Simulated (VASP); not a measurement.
# IrRh5 (P-6m2) in VASP: further runs, part 2 of 2

VASP 6.6.1. The steps go on from the part before.

## Step 5: Relaxation of shape and atoms at fixed volume, PBE (12.47 Å³/atom)

This run uses another cell than the first one, of 12.47 Å³/atom.

File INCAR:

```
PREC     = Accurate       # precision mode
ENCUT    = 600            # plane-wave cutoff, eV
EDIFF    = 1E-6           # SCF threshold, eV
ISMEAR   = 0              # smearing method
SIGMA    = 0.1            # smearing width, eV
LREAL    = F              # projectors in reciprocal space
LASPH    = T              # aspherical terms in the spheres
NELM     = 60             # most SCF steps
ALGO     = Fast           # electronic algorithm
ISIF     = 4              # what is computed and relaxed
LWAVE    = F              # write WAVECAR
LCHARG   = F              # write CHGCAR
GGA      = PE             # functional
IBRION   = 2              # ionic algorithm
NSW      = 50             # ionic steps
EDIFFG   = -0.01          # ionic threshold
```

File KPOINTS:

```
Automatic mesh
0
Gamma
  18 18 4
```

File POSCAR:

```
IrRh5
1.0
    2.6130703263      0.0000000277      0.0000000000
   -1.3065351871      2.2629852706      0.0000000000
    0.0000000000      0.0000000000     12.6542570259
Ir Rh
1 5
Direct
    0.6666666667      0.3333333333      0.5000000000
    0.3333333333      0.6666666667      0.6676533613
    0.3333333333      0.6666666667      0.0000000000
    0.3333333333      0.6666666667      0.3323466387
    0.6666666667      0.3333333333      0.8344104983
    0.6666666667      0.3333333333      0.1655895017
```

On the command line:

```console
cat potpaw_PBE.64/Ir/POTCAR potpaw_PBE.64/Rh_pv/POTCAR > POTCAR
mpirun -np 1 vasp_std > vasp.out
```

It took 53 min on 1 thread of Oxide Virtual Turin-like, shared host; peak memory 0.5 GiB.

The run converged. Its results:

| Property | Result |
| --- | --- |
| Free energy | -43.6156 eV |
| Energy gained by relaxing | 0.1 meV/atom |
| Ionic steps | 5 |
| Pressure after relaxing | 47.9 GPa |
| Largest force after relaxing | 0.008 eV/Å |
| Band gap on the k mesh | zero (bands 42 and 43 overlap by 2.63 eV) |

Forces in eV/Å, atoms in the order of the input:
```
Ir   0.000  0.000  0.000
Rh   0.000  0.000 -0.004
Rh   0.000  0.000  0.000
Rh   0.000  0.000  0.004
Rh   0.000  0.000  0.008
Rh   0.000  0.000 -0.008
```

Stress tensor (GPa, compression positive):
```
47.91  0.00  0.00
 0.00 47.91  0.00
 0.00  0.00 47.98
```

The path:
| step | energy change (eV) | largest force (eV/Å) | pressure (GPa) | volume (Å³) |
| --- | --- | --- | --- | --- |
| 1 | 0.0000 | 0.1081 | 47.98 | 74.83 |
| 2 | -0.0004 | 0.0562 | 47.94 | 74.83 |
| 3 | -0.0005 | 0.0392 | 47.95 | 74.83 |
| 4 | -0.0006 | 0.0116 | 47.94 | 74.83 |
| 5 | -0.0006 | 0.0078 | 47.93 | 74.83 |

Final structure:
```cif
data_structure
_symmetry_space_group_name_H-M 'P 1'
_symmetry_Int_Tables_number 1
_cell_length_a 2.6128
_cell_length_b 2.6128
_cell_length_c 12.6573
_cell_angle_alpha 90.000
_cell_angle_beta 90.000
_cell_angle_gamma 120.000
_cell_volume 74.83
loop_
_atom_site_label
_atom_site_type_symbol
_atom_site_fract_x
_atom_site_fract_y
_atom_site_fract_z
_atom_site_occupancy
Ir1 Ir 0.66667 0.33333 0.50000 1
Rh1 Rh 0.33333 0.66667 0.66807 1
Rh2 Rh 0.33333 0.66667 0.00000 1
Rh3 Rh 0.33333 0.66667 0.33193 1
Rh4 Rh 0.66667 0.33333 0.83453 1
Rh5 Rh 0.66667 0.33333 0.16547 1
```

Levels at points of the mesh, in eV from the Fermi level:
| k point | band 39 | band 40 | band 41 | band 42 | band 43 | band 44 |
| --- | --- | --- | --- | --- | --- | --- |
| (0.00, 0.00, 0.00) | -2.35 | -2.35 | -1.28 | -1.28 | -1.23 | -1.23 |
| (0.50, 0.00, 0.00) | 0.64 | 0.71 | 0.73 | 0.75 | 0.82 | 0.84 |
| (0.00, 0.00, 0.50) | -1.99 | -1.99 | -1.99 | -0.85 | -0.59 | -0.59 |
| (0.50, 0.00, 0.50) | 0.27 | 0.60 | 0.62 | 0.65 | 0.75 | 0.82 |

Caveat: spin-orbit coupling is left out, which moves the levels of the heavy elements.

## Step 6: Relaxation of cell and atoms, PBE

This run uses another cell than the first one, of 14.17 Å³/atom.

File INCAR:

```
PREC = Accurate ; ENCUT = 600
EDIFF = 1E-7 ; ISMEAR = 0
SIGMA = 0.1 ; LREAL = False
LASPH = True ; NELM = 100
ALGO = Fast ; ISIF = 3
LWAVE = False ; LCHARG = False
GGA = PE ; IBRION = 2
NSW = 100 ; EDIFFG = -0.01
```

File KPOINTS:

```
regular mesh
0
Gamma
  18 18 4
```

File POSCAR:

```
IrRh5
1.0
    2.7282983000      0.0000000000      0.0000000000
   -1.3641492000      2.3627757000      0.0000000000
    0.0000000000      0.0000000000     13.1908402000
Ir Rh
1 5
Direct
    0.6666667000      0.3333333000      0.5000000000
    0.3333333000      0.6666667000      0.6666140000
    0.3333333000      0.6666667000      0.0000000000
    0.3333333000      0.6666667000      0.3333860000
    0.6666667000      0.3333333000      0.8340350000
    0.6666667000      0.3333333000      0.1659650000
```

Potentials or basis: VASP PAW PBE potentials, release 64 (Ir, Rh_pv).

On the command line:

```console
cat potpaw_PBE.64/Ir/POTCAR potpaw_PBE.64/Rh_pv/POTCAR > POTCAR
mpirun -np 1 vasp_std > vasp.out
```

Wall time 69 min (1 thread of Oxide Virtual Turin-like, shared host); peak memory 0.55 GiB.

It converged, with:

| Item | Value |
| --- | --- |
| Free energy | -44.9693 eV |
| Relaxed volume | 14.17 Å³/atom |
| Relaxed cell | a = 2.728 Å, b = 2.728 Å, c = 13.192 Å, α = 90.00°, β = 90.00°, γ = 120.00° |
| Space group after relaxing (to 0.1 Å) | P-6m2 (No. 187) |
| Energy gained by relaxing | 0.0 meV/atom |
| Ionic steps | 2 |
| Pressure after relaxing | 0.0 GPa |
| Largest force after relaxing | 0.005 eV/Å |
| Band gap on the k mesh | zero (bands 42 and 43 overlap by 2.12 eV) |

Forces on the atoms (eV/Å):
```
Ir   0.000  0.000  0.000
Rh   0.000  0.000  0.005
Rh   0.000  0.000  0.000
Rh   0.000  0.000 -0.005
Rh   0.000  0.000  0.004
Rh   0.000  0.000 -0.004
```

Final structure:
```cif
data_structure
_symmetry_space_group_name_H-M 'P 1'
_symmetry_Int_Tables_number 1
_cell_length_a 2.7284
_cell_length_b 2.7284
_cell_length_c 13.1923
_cell_angle_alpha 90.000
_cell_angle_beta 90.000
_cell_angle_gamma 120.000
_cell_volume 85.05
loop_
_atom_site_label
_atom_site_type_symbol
_atom_site_fract_x
_atom_site_fract_y
_atom_site_fract_z
_atom_site_occupancy
Ir1 Ir 0.66667 0.33333 0.50000 1
Rh1 Rh 0.33333 0.66667 0.66669 1
Rh2 Rh 0.33333 0.66667 0.00000 1
Rh3 Rh 0.33333 0.66667 0.33331 1
Rh4 Rh 0.66667 0.33333 0.83402 1
Rh5 Rh 0.66667 0.33333 0.16598 1
```

Levels at points of the mesh, in eV from the Fermi level:
```
           k point  band 39  band 40  band 41  band 42  band 43  band 44
(0.00, 0.00, 0.00)    -1.94    -1.94    -1.04    -1.04    -1.03    -1.03
(0.50, 0.00, 0.00)     0.50     0.58     0.60     0.61     0.66     0.67
(0.00, 0.00, 0.50)    -1.67    -1.61    -1.61    -0.58    -0.49    -0.49
(0.50, 0.00, 0.50)     0.21     0.46     0.50     0.51     0.59     0.66
```

Caveat: spin-orbit coupling is left out, which moves the levels of the heavy elements.

## Step 7: Overview

| task | cell | cutoff (eV) | gap on the mesh (eV) | pressure (GPa) | largest force (eV/Å) |
| --- | --- | --- | --- | --- | --- |
| single point | a = 2.642, b = 2.642, c = 12.796 Å, angles 90.0, 90.0, 120.0°, 6 atoms, atomic positions A | 520 | none | 32.6 | 0.03 |
| single point | a = 2.672, b = 2.672, c = 12.931 Å, angles 90.0, 90.0, 120.0°, 6 atoms, atomic positions B | 520 | none | 19.7 | 0.03 |
| single point | a = 2.700, b = 2.700, c = 13.063 Å, angles 90.0, 90.0, 120.0°, 6 atoms, atomic positions C | 520 | none | 9.0 | 0.02 |
| relaxation of shape and atoms at fixed volume | relaxed from a = 2.613, b = 2.613, c = 12.654 Å, angles 90.0, 90.0, 120.0°, 6 atoms, atomic positions A | 600 | none | 47.9 | 0.01 |
| relaxation of cell and atoms | relaxed from a = 2.728, b = 2.728, c = 13.191 Å, angles 90.0, 90.0, 120.0°, 6 atoms, atomic positions D | 600 | none | 0.0 | 0.01 |

Alike in all rows: level PBE; potentials or basis VASP PAW PBE potentials, release 64 (Ir, Rh_pv); no spin polarisation; k mesh 18 × 18 × 4; smearing gaussian 0.1 eV.

Caveats: spin-orbit coupling is left out, which moves the levels of the heavy elements; the cell stands under pressure (at least some runs).

Absolute energies hang on the potentials; compare differences alone.
